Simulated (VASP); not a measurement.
Wanted: the native input for a VASP 6.6.1 run.

| Property | Result |
| --- | --- |
| Task | single point |
| Functional | PBEsol |
| Potentials or basis | VASP PAW PBE potentials, release 64 (Sn_d) |
| Cutoff | 520 eV |
| k mesh | 12 × 12 × 12 |
| Occupations | gaussian, width 0.1 eV |
| Spin | no spin polarisation |
| Dipole correction | no |
| Further INCAR settings | ALGO = Normal; EDIFF = 1e-07; NBANDS = 21 |

The structure of Sn lies in POSCAR:

```
Sn
1.0
    0.0000000000      3.2371367927      3.2371367927
    3.2371367927      0.0000000000      3.2371367927
    3.2371367927      3.2371367927      0.0000000000
Sn
2
Direct
    0.0000000000      0.0000000000      0.0000000000
    0.2500000000      0.2500000000      0.2500000000
```

This isn't the form of Sn at room conditions, which is tetragonal (white tin).

These files were run (other wordings do the same):

INCAR

```
SYSTEM = Sn
PREC = Accurate
ENCUT = 520
EDIFF = 1E-7
ISMEAR = 0
SIGMA = 0.1
LREAL = .False.
LASPH = .True.
NELM = 80
ALGO = Normal
ISIF = 2
LWAVE = .False.
LCHARG = .False.
GGA = PS
NBANDS = 21
```

KPOINTS

```
Automatic mesh
0
Gamma
  12 12 12
  0 0 0
```

Potentials or basis: VASP PAW PBE potentials, release 64 (Sn_d).

Launch:

```console
$ cat potpaw_PBE.64/Sn_d/POTCAR > POTCAR
$ mpirun -np 1 vasp_std > vasp.out
```

It gave:

```yaml
Pressure: 1.3 GPa
Band_gap_on_the_k_mesh: zero (bands 14 and 15 overlap by 0.13 eV)
```

Caveat: the PAW data sets were made with another functional, which shifts forces and pressure a little; spin-orbit coupling is left out, which moves the levels of the heavy elements.

It took 2.6 min on 1 thread of Intel Xeon 8259CL, on a shared host, peak memory 0.25 GiB.
